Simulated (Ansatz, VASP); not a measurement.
# Al: VASP beside Ansatz

```xyz
1
Lattice="0.0000 2.0250 2.0250 2.0250 0.0000 2.0250 2.0250 2.0250 0.0000" Properties=species:S:1:pos:R:3 pbc="T T T"
Al    0.0000    0.0000    0.0000
```

Alike in both runs: task relaxation of cell and atoms; functional PBE; k mesh 8 × 8 × 8; occupations methfessel-paxton of order 1, width 0.4 eV; no spin polarisation.

```csv
,VASP,Ansatz
version,VASP 6.6.1,Ansatz 0.2.0
potentials or method,"VASP PAW PBE potentials, release 64 (Al)","scalar-relativistic, plane waves, PAW"
plane-wave cutoff (eV),600,420
valence electrons in the cell,3,3
```

Ansatz gave:

* gap on the k mesh at the Fermi level, each at its own relaxed structure (eV): none
* relaxed volume (Å³/atom): 16.52
* relaxed cell length with the largest relative difference (Å): 2.859

What did VASP give for the same quantities?

gap on the k mesh at the Fermi level, each at its own relaxed structure (eV): none; relaxed volume (Å³/atom): 16.51; relaxed cell length with the largest relative difference (Å): 2.858.

A gap of «none» marks a metal or a gap that the smearing closes.
